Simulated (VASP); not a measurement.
Wanted: the native input for a VASP 6.6.1 run.

```yaml
Task: single point
Functional: PBE
Dispersion: D3(BJ)
Potentials_or_basis: VASP PAW PBE potentials, release 64 (Te, Mo_sv)
Cutoff: 520 eV
k_mesh: 9 × 9 × 1
Occupations: gaussian, width 0.05 eV
Spin: no spin polarisation
Dipole_correction: yes
Further_INCAR_settings: ALGO = Normal; EDIFF = 1e-06; NBANDS = 35
```

The structure of Te2Mo lies in POSCAR:

```
Te2Mo
1.0
    3.5038817216      0.0000000000      0.0000000000
   -1.7519408608      3.0344505828      0.0000000000
    0.0000000000      0.0000000000     24.7677194079
Te Mo
4 2
Direct
    0.3333333333      0.6666666667      0.1816881048
    0.3333333333      0.6666666667      0.3284056788
    0.3333333333      1.1666666667      0.4668923898
    0.3333333333      1.1666666667      0.6136099637
    0.6666666667      0.3333333333      0.2550468918
    0.0000000000      1.5000000000      0.5402511768
```

This cell differs from its parent crystal: layers slid over each other.

The input as run:

INCAR

```
SYSTEM = Te2Mo
PREC = Accurate
ENCUT = 520
EDIFF = 1E-6
ISMEAR = 0
SIGMA = 0.05
LREAL = .FALSE.
LASPH = .TRUE.
NELM = 80
ALGO = Normal
ISIF = 2
LWAVE = .FALSE.
LCHARG = .FALSE.
LDIPOL = .TRUE.
IDIPOL = 3
DIPOL = 0.5 0.5 0.398
GGA = PE
IVDW = 12
NBANDS = 35
```

KPOINTS

```
regular mesh
0
G
  9 9 1
  0 0 0
```

Potentials or basis: VASP PAW PBE potentials, release 64 (Te, Mo_sv).

Command:

```sh
$ cat potpaw_PBE.64/Te/POTCAR potpaw_PBE.64/Mo_sv/POTCAR > POTCAR
$ mpirun -np 1 vasp_std > vasp.out
```

Results of the run:

* Largest force: 0.029 eV/Å
* Band gap on the k mesh: 1.07 eV (least direct gap 1.14 eV)
* Dispersion energy per atom: -0.467 eV

Caveat: the cell differs from its parent crystal (layers slid over each other); spin-orbit coupling is left out, which moves the levels of the heavy elements.

Run time: 9.3 min on 1 thread of Intel(R) Xeon(R) 6975P-C (Granite Rapids) (shared host), peak memory 0.48 GiB.
